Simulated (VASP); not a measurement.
# Al2Zn (P-3m1) in VASP: single point with LDA

Aim: the single point of Al2Zn with LDA.

Program: VASP 6.6.1. These are calculated values, not measurements. Logs are shortened: lines on timing, memory, paths and dates and some standing lists are left out, and cuts for length are marked.

## (1) The cell of the first run

Symmetry: P-3m1, No. 164, trigonal system. Conventional cell: a = 2.801 Å, b = 2.801 Å, c = 6.822 Å, α = 90.00°, β = 90.00°, γ = 120.00°. Within 3.7 Å of Al (site symmetry 3m) lie 3 Zn at 2.78 Å and 9 Al at 2.80 to 2.81 Å. Zn (site symmetry -3m) has 6 Al at 2.78 Å and 6 Zn at 2.80 Å within 3.7 Å.

## (2) Single point, LDA

File INCAR:

```
  ALGO = Normal
  EDIFF = 1E-6
  ENCUT = 500
  GGA_COMPAT = False
  ISIF = 2
  ISMEAR = 0
  LASPH = True
  LCHARG = False
  LREAL = False
  LWAVE = False
  NBANDS = 16
  NELM = 120
  PREC = Accurate
  SIGMA = 0.1
```

File KPOINTS:

```
k-points
0
Gamma
  9 9 4
```

File POSCAR:

```
Al2Zn
1.0
    2.8013130618      0.0000000000      0.0000000000
   -1.4006565309      2.4260082755      0.0000000000
    0.0000000000      0.0000000000      6.8219363100
Al Zn
2 1
Direct
    0.3333333300      0.6666666700      0.3315122500
    0.6666666700      0.3333333300      0.6684877500
    0.0000000000      0.0000000000      0.0000000000
```

Potentials or basis: VASP PAW LDA potentials, release 64 (Al, Zn).

Command:

```bash
$ cat potpaw_LDA.64/Al/POTCAR potpaw_LDA.64/Zn/POTCAR > POTCAR
$ mpirun -np 1 vasp_std > vasp.out
```

OUTCAR:

```text
EDIFF = 1E-6
   ENCUT = 500
   ISIF = 2
   ISMEAR = 0
   LASPH = True
   LREAL = False
   NELM = 120
   PREC = Accurate

 ion  position               nearest neighbor table
   1  0.333  0.667  0.332-   3 2.78   3 2.78   3 2.78   2 2.81   2 2.81   2 2.81
   2  0.667  0.333  0.668-   3 2.78   3 2.78   3 2.78   1 2.81   1 2.81   1 2.81
   3  0.000  0.000  0.000-   1 2.78   2 2.78   2 2.78   1 2.78   2 2.78   1 2.78

  LATTYP: Found a hexagonal cell.
 ALAT       =     2.8013130618
 C/A-ratio  =     2.4352638065

  Lattice vectors:

 A1 = (   2.8013130618,   0.0000000000,   0.0000000000)
 A2 = (  -1.4006565309,   2.4260082755,   0.0000000000)
 A3 = (   0.0000000000,   0.0000000000,   6.8219363100)

Analysis of symmetry for initial positions (statically):
=====================================================================
 Subroutine PRICEL returns:
 Original cell was already a primitive cell.

 Routine SETGRP: Setting up the symmetry group for a
 hexagonal supercell.

 Subroutine GETGRP returns: Found 12 space group operations
 (whereof 12 operations were pure point group operations)
 out of a pool of 24 trial point group operations.

The static configuration has the point symmetry D_3d.

Analysis of symmetry for dynamics (positions and initial velocities):
=====================================================================
 Subroutine PRICEL returns:
 Original cell was already a primitive cell.

 Routine SETGRP: Setting up the symmetry group for a
 hexagonal supercell.

 Subroutine GETGRP returns: Found 12 space group operations
 (whereof 12 operations were pure point group operations)
 out of a pool of 24 trial point group operations.

The dynamic configuration has the point symmetry D_3d.

 Subroutine INISYM returns: Found 12 space group operations
 (whereof 12 operations are pure point group operations),
 and found     1 'primitive' translations

----------------------------------------------------------------------------------------

                                     Primitive cell

  volume of cell :      46.3619

  direct lattice vectors                    reciprocal lattice vectors
     2.801313062  0.000000000  0.000000000     0.356975453  0.206099874  0.000000000
[... 80 lines left out ...]
   ISTART =      0    job   : 0-new  1-cont  2-samecut
   ICHARG =      2    charge: 1-file 2-atom 10-const
   ISPIN  =      1    spin polarized calculation?
   LNONCOLLINEAR =      F non collinear calculations
   LSORBIT =      F    spin-orbit coupling
   LASPH  =      T    aspherical Exc in radial PAW
   ENCUT  =  500.0 eV  36.75 Ry    6.06 a.u.   5.11  5.11 12.44*2*pi/ulx,y,z
   NELM   =    120;   NELMIN=  2; NELMDL= -5     # of ELM steps
   EDIFF  = 0.1E-05   stopping-criterion for ELM
   LREAL  =      F    real-space projection
   EDIFFG = 0.1E-04   stopping-criterion for IOM
   NSW    =      0    number of steps for IOM
   IBRION =     -1    ionic relax: 0-MD 1-quasi-New 2-CG
   NFREE  =      0    steps in history (QN), initial steepest desc. (CG)
   ISIF   =      2    stress and relaxation
   ISYM   =      2    0-nonsym 1-usesym 2-fastsym
   POTIM  = 0.5000    time-step for ionic-motion
   TEBEG  =    0.0;   TEEND  =   0.0 temperature during run
   PSTRESS=    0.0 pullay stress
   NELECT =      18.0000    total number of electrons
   NUPDOWN=      -1.0000    fix difference up-down
   EMIN   =  10.00;   EMAX   =-10.00  energy-range for DOS
   EFERMI =   0.00;   METHOD = LEGACY
   ISMEAR =     0;   SIGMA  =   0.10  broadening in eV -4-tet -1-fermi 0-gaus
   EFERMI_NEDOS =   21; number of points for ismear=-14 and -15
   IALGO  =     38    algorithm
   IMIX   =      4    mixing-type and parameters
     AMIX     =   0.40;   BMIX     =  1.00
     AMIX_MAG =   1.60;   BMIX_MAG =  1.00
  volume/ion in A,a.u.               =      15.45       104.29
  Fermi-wavevector in a.u.,A,eV,Ry     =   1.194296  2.256891 19.406558  1.426342
  Thomas-Fermi vector in A             =   2.330289
   LORBIT       =      0    0 simple, 1 ext, 2 COOP (PROOUT), +10 PAW based schemes
   GGA     = CA    functional components
   LHFCALC =     F    Hartree Fock is set to
   AEXX    =    0.0000 exact exchange contribution
   IVDW    =     0    specifies the selected vdW correction
   LEPSILON=     F    determine dielectric tensor
   LRPA    =     F    only Hartree local field effects (RPA)
 non-spin polarized calculation
 Gauss-broadening in eV      SIGMA  =   0.10
  energy-cutoff  :      500.00
  volume of cell :       46.36
 maximum number of plane-waves:      1189
   NGX = 11   NGY = 11   NGZ = 25

 number of electron      17.9999980 magnetization

 Free energy of the ion-electron system (eV)
  ---------------------------------------------------
  ext. energy  EPLUGINS =         0.00000000
  ---------------------------------------------------
  free energy    TOTEN  =       -10.17654822 eV

  energy without entropy =      -10.17021814  energy(sigma->0) =      -10.17338318

 E-fermi :   6.6501     XC(G=0): -10.9965

 val. band max:        6.6211708208   @ k =   0.3333   0.1111   0.5000
 cond. band min:       6.6610422335   @ k =   0.3333  -0.0000   0.2500
 fundamental gap:      0.0398714127
 Fermi energy:         6.6501306428

 k-point     1 :       0.0000    0.0000    0.0000
  band No.  band energies     occupation
      1      -4.5957      2.00000
      2      -1.8575      2.00000
      3      -1.4399      2.00000
      4      -1.0716      2.00000
      5      -1.0716      2.00000
      6      -0.7565      2.00000
[... 433 lines left out ...]
      3      -1.3196      2.00000
      4      -1.0650      2.00000
      5      -0.8533      2.00000
      6      -0.7228      2.00000
[... 8 lines left out ...]
     15      13.8070      0.00000
     16      16.2548      0.00000

 [... further k-points ...]
[... 5 lines left out ...]
  --------------------------------------------------------------------------------------
  -------------------------------------------------------------------------------------
  Total       -0.8946773     -0.8946773      0.2174135     -0.0000000      0.0000000      0.0000000
  in kB      -30.9182858    -30.9182858      7.5133813     -0.0000000      0.0000000      0.0000000
  external PRESSURE =     -18.1077301 kB  Pullay stress =       0.0000000 kB

 VOLUME and BASIS-vectors are now :
 -----------------------------------------------------------------------------
  energy-cutoff  :      500.00
  volume of cell :       46.36
      direct lattice vectors                 reciprocal lattice vectors
     2.801313062  0.000000000  0.000000000     0.356975453  0.206099874  0.000000000
    -1.400656531  2.426008276  0.000000000     0.000000000  0.412199748  0.000000000
     0.000000000  0.000000000  6.821936310     0.000000000  0.000000000  0.146585948

 POSITION                                       TOTAL-FORCE (eV/Angst)
 -----------------------------------------------------------------------------------
     -0.00000      1.61734      2.26156        -0.000000     -0.000000     -0.327348
      1.40066      0.80867      4.56038         0.000000      0.000000      0.327348
      0.00000      0.00000      0.00000         0.000000      0.000000      0.000000
 -----------------------------------------------------------------------------------
    total drift:                                0.000000      0.000000      0.000000

  FREE ENERGIE OF THE ION-ELECTRON SYSTEM (eV)
  ---------------------------------------------------
  free  energy   TOTEN  =       -10.1765482229 eV

  energy  without entropy=      -10.1702181374  energy(sigma->0) =      -10.17338318
```

It took 14 s on 1 thread of Intel Xeon Platinum 8488C (Sapphire Rapids), shared host; peak memory 0.15 GiB.

Results:

* Free energy: -10.1765 eV
* Pressure: -1.8 GPa
* Largest force: 0.327 eV/Å
* Band gap on the k mesh: zero (bands 9 and 10 overlap by 3.40 eV)

Forces in eV/Å, atoms in the order of the input:
```
Al   0.000  0.000 -0.327
Al   0.000  0.000  0.327
Zn   0.000  0.000  0.000
```
